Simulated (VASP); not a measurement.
# InSe (R3m) in VASP: a series of runs

InSe is run at these levels: PBEsol; tasks: single point.

The COD entry that gives the cell may itself be a prediction, so a difference from it is no test against experiment.

Program: VASP 6.6.1. These are calculated values, not measurements. Logs are shortened: lines on timing, memory, paths and dates and some standing lists are left out, and cuts for length are marked.

## 1. The cell of the first run

It takes space group R3m (No. 160, trigonal). Conventional cell: a = 4.000 Å, b = 4.000 Å, c = 25.699 Å, α = 90.00°, β = 90.00°, γ = 120.00°. In (site symmetry 3m) has 3 Se at 2.66 Å and 1 In at 2.88 Å within 3.5 Å. Within 3.5 Å of In (site symmetry 3m) lie 3 Se at 2.66 Å and 1 In at 2.88 Å. Se (site symmetry 3m) has 3 In at 2.66 Å within 3.5 Å. Within 3.5 Å of Se (site symmetry 3m) lie 3 In at 2.66 Å.

## 2. Single point, PBEsol (zz strain of +3 %)

The input, INCAR:

```
  ALGO = Normal
  EDIFF = 1E-7
  ENCUT = 520
  GGA = PS
  ISIF = 2
  ISMEAR = -1
  LASPH = True
  LCHARG = False
  LREAL = False
  LWAVE = False
  NBANDS = 27
  NELM = 100
  PREC = Accurate
  SIGMA = 0.01
```

The input, KPOINTS:

```
k-points
0
Gamma
  7 7 7
```

The input, POSCAR:

```
InSe
1.0
    1.9999996503      1.1547003365      8.5661701000
   -1.9999996503      1.1547003365      8.5661701000
    0.0000000000     -2.3094006730      8.5661701000
In Se
2 2
Direct
    0.0000000000      0.0000000000      0.0000000000
    0.1122000000      0.1122000000      0.1122000000
    0.6155000000      0.6155000000      0.6155000000
    0.8300000000      0.8300000000      0.8300000000
```

Potentials or basis: VASP PAW PBE potentials, release 64 (In_d, Se).

Command:

```console
$ cat potpaw_PBE.64/In_d/POTCAR potpaw_PBE.64/Se/POTCAR > POTCAR
$ mpirun -np 1 vasp_std > vasp.out
```

OUTCAR:

```text
EDIFF = 1E-7
   ENCUT = 520
   GGA = PS
   ISIF = 2
   ISMEAR = -1
   LASPH = True
   LREAL = False
   NELM = 100
   PREC = Accurate

 ion  position               nearest neighbor table
   1  0.000  0.000  0.000-   3 2.66   3 2.66   3 2.66   2 2.88
   2  0.112  0.112  0.112-   4 2.66   4 2.66   4 2.66   1 2.88
   3  0.615  0.615  0.615-   1 2.66   1 2.66   1 2.66
   4  0.830  0.830  0.830-   2 2.66   2 2.66   2 2.66

  LATTYP: Found a trigonal (rhomboedric) cell.
 ALAT       =     8.8720122661
 COS(alpha) =     0.8983644673

  Lattice vectors:

 A1 = (   1.9999996503,   1.1547003365,   8.5661701000)
 A2 = (  -1.9999996503,   1.1547003365,   8.5661701000)
 A3 = (   0.0000000000,  -2.3094006730,   8.5661701000)

Analysis of symmetry for initial positions (statically):
=====================================================================
 Subroutine PRICEL returns:
 Original cell was already a primitive cell.

 Routine SETGRP: Setting up the symmetry group for a
 trigonal (rhombohedral) supercell.

 Subroutine GETGRP returns: Found  6 space group operations
 (whereof  6 operations were pure point group operations)
 out of a pool of 12 trial point group operations.

The static configuration has the point symmetry C_3v.

Analysis of symmetry for dynamics (positions and initial velocities):
=====================================================================
 Subroutine PRICEL returns:
 Original cell was already a primitive cell.

 Routine SETGRP: Setting up the symmetry group for a
 trigonal (rhombohedral) supercell.

 Subroutine GETGRP returns: Found  6 space group operations
 (whereof  6 operations were pure point group operations)
 out of a pool of 12 trial point group operations.

The dynamic configuration has the point symmetry C_3v.

 Subroutine INISYM returns: Found  6 space group operations
 (whereof  6 operations are pure point group operations),
 and found     1 'primitive' translations

----------------------------------------------------------------------------------------

                                     Primitive cell

  volume of cell :     118.6963

  direct lattice vectors                    reciprocal lattice vectors
[... 81 lines left out ...]
 SYSTEM =  unknown system
   PREC   = accura    normal or accurate (medium, high low for compatibility)
   ISTART =      0    job   : 0-new  1-cont  2-samecut
   ICHARG =      2    charge: 1-file 2-atom 10-const
   ISPIN  =      1    spin polarized calculation?
   LNONCOLLINEAR =      F non collinear calculations
   LSORBIT =      F    spin-orbit coupling
   LASPH  =      T    aspherical Exc in radial PAW
   ENCUT  =  520.0 eV  38.22 Ry    6.18 a.u.  16.50 16.50 16.50*2*pi/ulx,y,z
   NELM   =    100;   NELMIN=  2; NELMDL= -5     # of ELM steps
   EDIFF  = 0.1E-06   stopping-criterion for ELM
   LREAL  =      F    real-space projection
   EDIFFG = 0.1E-05   stopping-criterion for IOM
   NSW    =      0    number of steps for IOM
   IBRION =     -1    ionic relax: 0-MD 1-quasi-New 2-CG
   NFREE  =      0    steps in history (QN), initial steepest desc. (CG)
   ISIF   =      2    stress and relaxation
   ISYM   =      2    0-nonsym 1-usesym 2-fastsym
   POTIM  = 0.5000    time-step for ionic-motion
   TEBEG  =    0.0;   TEEND  =   0.0 temperature during run
   PSTRESS=    0.0 pullay stress
   NELECT =      38.0000    total number of electrons
   NUPDOWN=      -1.0000    fix difference up-down
   EMIN   =  10.00;   EMAX   =-10.00  energy-range for DOS
   EFERMI =   0.00;   METHOD = LEGACY
   ISMEAR =    -1;   SIGMA  =   0.01  broadening in eV -4-tet -1-fermi 0-gaus
   EFERMI_NEDOS =   21; number of points for ismear=-14 and -15
   IALGO  =     38    algorithm
   IMIX   =      4    mixing-type and parameters
     AMIX     =   0.40;   BMIX     =  1.00
     AMIX_MAG =   1.60;   BMIX_MAG =  1.00
  volume/ion in A,a.u.               =      29.67       200.25
  Fermi-wavevector in a.u.,A,eV,Ry     =   1.119929  2.116358 17.064970  1.254240
  Thomas-Fermi vector in A             =   2.256571
   LORBIT       =      0    0 simple, 1 ext, 2 COOP (PROOUT), +10 PAW based schemes
   GGA     = PS    functional components
   LHFCALC =     F    Hartree Fock is set to
   AEXX    =    0.0000 exact exchange contribution
   IVDW    =     0    specifies the selected vdW correction
   LEPSILON=     F    determine dielectric tensor
   LRPA    =     F    only Hartree local field effects (RPA)
 non-spin polarized calculation
  energy-cutoff  :      520.00
  volume of cell :      118.70
 maximum number of plane-waves:      3224
 NGX is ok and might be reduce to    70
   NGX = 33   NGY = 33   NGZ = 33

 number of electron      37.9999996 magnetization

 Free energy of the ion-electron system (eV)
  ---------------------------------------------------
  ext. energy  EPLUGINS =         0.00000000
  ---------------------------------------------------
  free energy    TOTEN  =       -15.56403706 eV

  energy without entropy =      -15.56403706  energy(sigma->0) =      -15.56403706

 E-fermi :   3.8063     XC(G=0):  -9.0491

 val. band max:        3.6079777299   @ k =  -0.4286   0.4286   0.4286
 cond. band min:       4.2961632762   @ k =   0.4286   0.4286   0.4286
 fundamental gap:      0.6881855463
 Fermi energy:         3.8062906623

 k-point     1 :       0.0000    0.0000    0.0000
  band No.  band energies     occupation
      1     -10.8045      2.00000
      2     -10.6666      2.00000
      3     -10.6666      2.00000
      4     -10.6089      2.00000
      5     -10.6089      2.00000
      6     -10.5793      2.00000
[... 709 lines left out ...]
     26      10.3717      0.00000
     27      10.7105      0.00000

 [... further k-points ...]
[... 5 lines left out ...]
  --------------------------------------------------------------------------------------
  -------------------------------------------------------------------------------------
  Total       -0.2334778     -0.2334778     -1.8758079      0.0000000      0.0000000      0.0000000
  in kB       -3.1515119     -3.1515119    -25.3198884      0.0000000      0.0000000      0.0000000
  external PRESSURE =     -10.5409707 kB  Pullay stress =       0.0000000 kB

 VOLUME and BASIS-vectors are now :
 -----------------------------------------------------------------------------
  energy-cutoff  :      520.00
  volume of cell :      118.70
      direct lattice vectors                 reciprocal lattice vectors
     1.999999650  1.154700336  8.566170100     0.250000044  0.144337593  0.038912761
    -1.999999650  1.154700336  8.566170100    -0.250000044  0.144337593  0.038912761
     0.000000000 -2.309400673  8.566170100     0.000000000 -0.288675185  0.038912761

 POSITION                                       TOTAL-FORCE (eV/Angst)
 -----------------------------------------------------------------------------------
      0.00000      0.00000      0.00000         0.000000     -0.000000      0.256011
      0.00000      0.00000      2.88337         0.000000     -0.000000     -0.255373
      0.00000      0.00000     15.81743         0.000000      0.000000      0.208822
      0.00000      0.00000     21.32976         0.000000     -0.000000     -0.209460
 -----------------------------------------------------------------------------------
    total drift:                                0.000000     -0.000000      0.000339

  FREE ENERGIE OF THE ION-ELECTRON SYSTEM (eV)
  ---------------------------------------------------
  free  energy   TOTEN  =       -15.5640370624 eV

  energy  without entropy=      -15.5640370624  energy(sigma->0) =      -15.56403706
```

stdout:

```text
POSCAR found type information on POSCAR InSe
 POSCAR found :  2 types and       4 ions
 scaLAPACK will be used
 -----------------------------------------------------------------------------
|                                                                             |
|                                                                             |
|     You enforced a specific xc type in the INCAR file but a different       |
|     I HOPE YOU KNOW WHAT YOU ARE DOING!                                     |
|                                                                             |
 -----------------------------------------------------------------------------

 LDA part: xc-table for (Slater+PW92), standard interpolation
 POSCAR, INCAR and KPOINTS ok, starting setup
 FFT: planning ... GRIDC
 FFT: planning ... GRID_SOFT
 FFT: planning ... GRID
 WAVECAR not read
 entering main loop
```

Wall time 6.7 min (1 thread of Intel Xeon 6975P-C (Granite Rapids), shared host); peak memory 0.68 GiB.

What came out:

| Property | Result |
| --- | --- |
| Free energy | -15.5640 eV |
| Pressure | -1.1 GPa |
| Largest force | 0.256 eV/Å |
| Band gap on the k mesh | 0.69 eV, indirect (least direct gap 0.74 eV) |

Forces in eV/Å, atoms in the order of the input:
```
In   0.000  0.000  0.256
In   0.000  0.000 -0.255
Se   0.000  0.000  0.209
Se   0.000  0.000 -0.209
```

Stress tensor (GPa, compression positive):
```
-0.32  0.00  0.00
 0.00 -0.32  0.00
 0.00  0.00 -2.53
```

Caveat: the cell differs from its parent crystal (zz strain of +3 %); the PAW data sets were made with another functional, which shifts forces and pressure a little; spin-orbit coupling is left out, which moves the levels of the heavy elements. A k mesh can miss the band edges.

## 3. Single point, PBEsol (equal xx and yy strain of -2 %)

The input, INCAR:

```
SYSTEM = InSe
PREC = Accurate ; ENCUT = 520
EDIFF = 1E-6 ; ISMEAR = -1
SIGMA = 0.01 ; LREAL = .False.
LASPH = .True. ; NELM = 80
ALGO = Normal ; ISIF = 2
LWAVE = .False. ; LCHARG = .False.
GGA = PS ; NBANDS = 27
```

The input, KPOINTS:

```
Automatic mesh
0
Gamma
  7 7 7
  0 0 0
```

The input, POSCAR:

```
InSe
1.0
    1.9599996573      1.1316063298      8.3166700000
   -1.9599996573      1.1316063298      8.3166700000
    0.0000000000     -2.2632126595      8.3166700000
In Se
2 2
Direct
    0.0000000000      0.0000000000      0.0000000000
    0.1122000000      0.1122000000      0.1122000000
    0.6155000000      0.6155000000      0.6155000000
    0.8300000000      0.8300000000      0.8300000000
```

Potentials or basis: VASP PAW PBE potentials, release 64 (In_d, Se).

Command:

```console
$ cat potpaw_PBE.64/In_d/POTCAR potpaw_PBE.64/Se/POTCAR > POTCAR
$ mpirun -np 1 vasp_std > vasp.out
```

Wall time 25 min (1 thread of AMD EPYC 7R13 (Zen 3), shared host); peak memory 0.54 GiB.

It converged, with:

```
Free energy            : -15.5363 eV
Pressure               : 2.7 GPa
Largest force          : 0.525 eV/Å
Band gap on the k mesh : 0.83 eV, indirect (least direct gap 0.86 eV)
```

Forces in eV/Å, atoms in the order of the input:
```
In   0.000  0.000  0.525
In   0.000  0.000 -0.520
Se   0.000  0.000 -0.345
Se   0.000  0.000  0.341
```

Stress tensor (GPa, compression positive):
```
3.46 0.00 0.00
0.00 3.46 0.00
0.00 0.00 1.27
```

Levels at points of the mesh, in eV from the valence-band top:
| k point | band 16 | band 17 | band 18 | band 19 | band 20 | band 21 | band 22 | band 23 |
| --- | --- | --- | --- | --- | --- | --- | --- | --- |
| (0.00, 0.00, 0.00) | -1.13 | -1.13 | -1.00 | -1.00 | 2.05 | 2.34 | 4.69 | 4.69 |

Caveat: the cell differs from its parent crystal (equal xx and yy strain of -2 %); the PAW data sets were made with another functional, which shifts forces and pressure a little; spin-orbit coupling is left out, which moves the levels of the heavy elements. A k mesh can miss the band edges.

## 4. Single point, PBEsol (equal xx and yy strain of +1 %)

The input, INCAR:

```
PREC = Accurate
ENCUT = 520
EDIFF = 1E-6
ISMEAR = -1
SIGMA = 0.01
LREAL = False
LASPH = True
NELM = 80
ALGO = Normal
ISIF = 2
LWAVE = False
LCHARG = False
GGA = PS
NBANDS = 27
```

The input, KPOINTS:

```
Automatic mesh
0
Gamma
  7 7 7
```

The input, POSCAR:

```
InSe
1.0
    2.0199996468      1.1662473399      8.3166700000
   -2.0199996468      1.1662473399      8.3166700000
    0.0000000000     -2.3324946797      8.3166700000
In Se
2 2
Direct
    0.0000000000      0.0000000000      0.0000000000
    0.1122000000      0.1122000000      0.1122000000
    0.6155000000      0.6155000000      0.6155000000
    0.8300000000      0.8300000000      0.8300000000
```

Command:

```console
$ cat potpaw_PBE.64/In_d/POTCAR potpaw_PBE.64/Se/POTCAR > POTCAR
$ mpirun -np 1 vasp_std > vasp.out
```

It used 960 s of CPU time on 1 thread of AMD EPYC 7R13 Processor (Zen 3), on a shared host.

It converged, with:

```
Free energy            : -15.5911 eV
Pressure               : -0.7 GPa
Largest force          : 0.110 eV/Å
Band gap on the k mesh : 0.59 eV, indirect (least direct gap 0.64 eV)
```

Forces in eV/Å, atoms in the order of the input:
```
In   0.000  0.000  0.015
In   0.000  0.000 -0.017
Se   0.000  0.000  0.110
Se   0.000  0.000 -0.108
```

Stress tensor (GPa, compression positive):
```
-0.74  0.00  0.00
 0.00 -0.74  0.00
 0.00  0.00 -0.64
```

Levels at points of the mesh, in eV from the valence-band top:
```csv
k point,band 17,band 18,band 19,band 20,band 21,band 22
"(0.00, 0.00, 0.00)",-1.22,-1.09,-1.09,1.77,2.06,4.37
```

Caveat: the cell differs from its parent crystal (equal xx and yy strain of +1 %); the PAW data sets were made with another functional, which shifts forces and pressure a little; spin-orbit coupling is left out, which moves the levels of the heavy elements.

## 5. Single point, PBEsol (equal xx and yy strain of +3 %)

The input, INCAR:

```
  PREC = Accurate
  ENCUT = 520
  EDIFF = 1E-6
  ISMEAR = -1
  SIGMA = 0.01
  LREAL = False
  LASPH = True
  NELM = 60
  ALGO = Normal
  ISIF = 2
  LWAVE = False
  LCHARG = True
  GGA = PS
  LELF = True
  LVHAR = True
  NBANDS = 27
```

The input, KPOINTS:

```
regular mesh
0
Gamma
  7 7 7
```

The input, POSCAR:

```
InSe
1.0
    2.0599996398      1.1893413466      8.3166700000
   -2.0599996398      1.1893413466      8.3166700000
    0.0000000000     -2.3786826932      8.3166700000
In Se
2 2
Direct
    0.0000000000      0.0000000000      0.0000000000
    0.1122000000      0.1122000000      0.1122000000
    0.6155000000      0.6155000000      0.6155000000
    0.8300000000      0.8300000000      0.8300000000
```

Potentials or basis: VASP PAW PBE potentials, release 64 (In_d, Se).

Command:

```console
$ cat potpaw_PBE.64/In_d/POTCAR potpaw_PBE.64/Se/POTCAR > POTCAR
$ mpirun -np 1 vasp_std > vasp.out
```

OUTCAR:

```text
PREC = Accurate
   ENCUT = 520
   EDIFF = 1E-6
   ISMEAR = -1
   LREAL = False
   LASPH = True
   NELM = 60
   ISIF = 2
   GGA = PS

 ion  position               nearest neighbor table
   1  0.000  0.000  0.000-   3 2.70   3 2.70   3 2.70   2 2.80
   2  0.112  0.112  0.112-   4 2.70   4 2.70   4 2.70   1 2.80
   3  0.615  0.615  0.615-   1 2.70   1 2.70   1 2.70
   4  0.830  0.830  0.830-   2 2.70   2 2.70   2 2.70

  LATTYP: Found a trigonal (rhomboedric) cell.
 ALAT       =     8.6501520937
[... 909 lines left out ...]
     26      10.0220      0.00000
     27      10.4097      0.00000

 [... further k-points ...]
[... 5 lines left out ...]
  --------------------------------------------------------------------------------------
  -------------------------------------------------------------------------------------
  Total       -2.1902289     -2.1902289     -1.1921890      0.0000000     -0.0000000      0.0000000
  in kB      -28.7028954    -28.7028954    -15.6236078      0.0000000     -0.0000000      0.0000000
  external PRESSURE =     -24.3431328 kB  Pullay stress =       0.0000000 kB

 VOLUME and BASIS-vectors are now :
 -----------------------------------------------------------------------------
  energy-cutoff  :      520.00
  volume of cell :      122.26
      direct lattice vectors                 reciprocal lattice vectors
     2.059999640  1.189341347  8.316670000     0.242718489  0.140133585  0.040080144
    -2.059999640  1.189341347  8.316670000    -0.242718489  0.140133585  0.040080144
     0.000000000 -2.378682693  8.316670000     0.000000000 -0.280267170  0.040080144

 POSITION                                       TOTAL-FORCE (eV/Angst)
 -----------------------------------------------------------------------------------
      0.00000      0.00000      0.00000         0.000000     -0.000000     -0.263800
      0.00000      0.00000      2.79939         0.000000      0.000000      0.257227
      0.00000      0.00000     15.35673         0.000000      0.000000      0.350034
      0.00000      0.00000     20.70851         0.000000     -0.000000     -0.343461
 -----------------------------------------------------------------------------------
    total drift:                               -0.000000     -0.000000      0.000159

  FREE ENERGIE OF THE ION-ELECTRON SYSTEM (eV)
  ---------------------------------------------------
  free  energy   TOTEN  =       -15.5380900208 eV

  energy  without entropy=      -15.5380900208  energy(sigma->0) =      -15.53809002
```

OSZICAR:

```text
N       E                     dE             d eps       ncg     rms          rms(c)
DAV:   1     0.337113517149E+03    0.33711E+03   -0.17168E+04  2376   0.152E+03
DAV:   2     0.254026120207E+02   -0.31171E+03   -0.30238E+03  2395   0.383E+02
DAV:   3    -0.141173812902E+02   -0.39520E+02   -0.38820E+02  3048   0.146E+02
DAV:   4    -0.159335158529E+02   -0.18161E+01   -0.18108E+01  2776   0.320E+01
DAV:   5    -0.160110955551E+02   -0.77580E-01   -0.77566E-01  3655   0.654E+00    0.589E+00
DAV:   6    -0.155652772148E+02    0.44582E+00   -0.90295E-01  3351   0.157E+01    0.361E+00
DAV:   7    -0.155415803905E+02    0.23697E-01   -0.29597E-01  3115   0.368E+00    0.118E+00
DAV:   8    -0.155379216018E+02    0.36588E-02   -0.23621E-02  3519   0.158E+00    0.487E-01
DAV:   9    -0.155379943841E+02   -0.72782E-04   -0.49246E-03  3014   0.565E-01    0.142E-01
DAV:  10    -0.155380180052E+02   -0.23621E-04   -0.35400E-04  3253   0.157E-01    0.713E-02
DAV:  11    -0.155380897365E+02   -0.71731E-04   -0.13098E-04  3002   0.982E-02    0.210E-02
DAV:  12    -0.155380864752E+02    0.32614E-05   -0.17033E-05  3615   0.455E-02    0.124E-02
DAV:  13    -0.155380893443E+02   -0.28691E-05   -0.42031E-06  2243   0.110E-02    0.571E-03
DAV:  14    -0.155380900208E+02   -0.67651E-06   -0.18143E-06  2172   0.170E-02
   1 F= -.15538090E+02 E0= -.15538090E+02  d E =-.727115E-12
```

It took 21 min on 1 thread of AMD EPYC 7R13 (Zen 3), shared host; peak memory 0.59 GiB.

Results:

```
Free energy            : -15.5381 eV
Pressure               : -2.4 GPa
Largest force          : 0.350 eV/Å
Band gap on the k mesh : 0.48 eV, indirect (least direct gap 0.58 eV)
```

Forces on the atoms (eV/Å):
```
In   0.000  0.000 -0.264
In   0.000  0.000  0.257
Se   0.000  0.000  0.350
Se   0.000  0.000 -0.343
```

Stress tensor (GPa, compression positive):
```
-2.87  0.00  0.00
 0.00 -2.87  0.00
 0.00  0.00 -1.56
```

Caveat: the cell differs from its parent crystal (equal xx and yy strain of +3 %); the PAW data sets were made with another functional, which shifts forces and pressure a little; spin-orbit coupling is left out, which moves the levels of the heavy elements. A k mesh can miss the band edges.

## 6. The runs side by side

```csv
cell,gap on the mesh (eV),pressure (GPa),largest force (eV/Å)
"a = 8.872 Å, angles 26.1°, 4 atoms",0.69,-1.1,0.26
"a = 8.619 Å, angles 26.3°, 4 atoms",0.83,2.7,0.52
"a = 8.638 Å, angles 27.0°, 4 atoms",0.59,-0.7,0.11
"a = 8.650 Å, angles 27.6°, 4 atoms",0.48,-2.4,0.35
```

Alike in all rows: task single point; level PBEsol; potentials or basis VASP PAW PBE potentials, release 64 (In_d, Se); no spin polarisation; k mesh 7 × 7 × 7; cutoff (eV) 520; smearing fermi-dirac 0.01 eV.

Caveats: the PAW data sets were made with another functional, which shifts forces and pressure a little; spin-orbit coupling is left out, which moves the levels of the heavy elements.

Total energies depend on the potentials used, so only differences within one code and one set of settings carry meaning.
